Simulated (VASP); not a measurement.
Write the native input for VASP 6.6.1 that does the following.

```yaml
Task: single point
Functional: PBEsol
Potentials_or_basis: VASP PAW PBE potentials, release 64 (Co, Ti_sv)
Cutoff: 520 eV
k_mesh: 9 × 9 × 9
Occupations: fermi-dirac, width 0.05 eV
Spin: collinear spin, ferromagnetic start
Starting_moments: "[2.0, 1.0] μB"
Dipole_correction: no
Further_INCAR_settings: ALGO = Normal; EDIFF = 1e-06; NBANDS = 22
```

The structure of TiCo lies in POSCAR:

```
TiCo
1.0
    2.9861109900      0.0000000000      0.0000000000
    0.0000000000      2.9861109900      0.0000000000
    0.0000000000      0.0000000000      2.9861109900
Co Ti
1 1
Direct
    0.5000000000      0.5000000000      0.5000000000
    0.0000000000      0.0000000000      0.0000000000
```

One way to write it, as run:

INCAR

```
SYSTEM = TiCo
  PREC = Accurate
  ENCUT = 520
  EDIFF = 1E-6
  ISMEAR = -1
  SIGMA = 0.05
  LREAL = .FALSE.
  LASPH = .TRUE.
  NELM = 150
  ALGO = Normal
  ISIF = 2
  LWAVE = .FALSE.
  LCHARG = .FALSE.
  ISPIN = 2
  MAGMOM = 2 1
  LORBIT = 11
  LMAXMIX = 4
  GGA = PS
  NBANDS = 22
```

KPOINTS

```
Automatic mesh
0
G
  9 9 9
  0 0 0
```

Potentials or basis: VASP PAW PBE potentials, release 64 (Co, Ti_sv).

The run is started by

```bash
$ cat potpaw_PBE.64/Co/POTCAR potpaw_PBE.64/Ti_sv/POTCAR > POTCAR
$ mpirun -np 1 vasp_std > vasp.out
```

Results of the run:

| Item | Value |
| --- | --- |
| Pressure | -8.6 GPa |
| Net moment | 0.67 μB per cell |
| Site moments | Co +0.74; Ti -0.03 μB |
| Valence electrons inside the program's atomic spheres | Co 8.29; Ti 10.29 |

Caveat: the PAW data sets were made with another functional, which shifts forces and pressure a little.

Wall time 17 s on 1 thread of Intel(R) Xeon(R) 6975P-C (Granite Rapids), with other jobs on the host, peak memory 0.17 GiB.
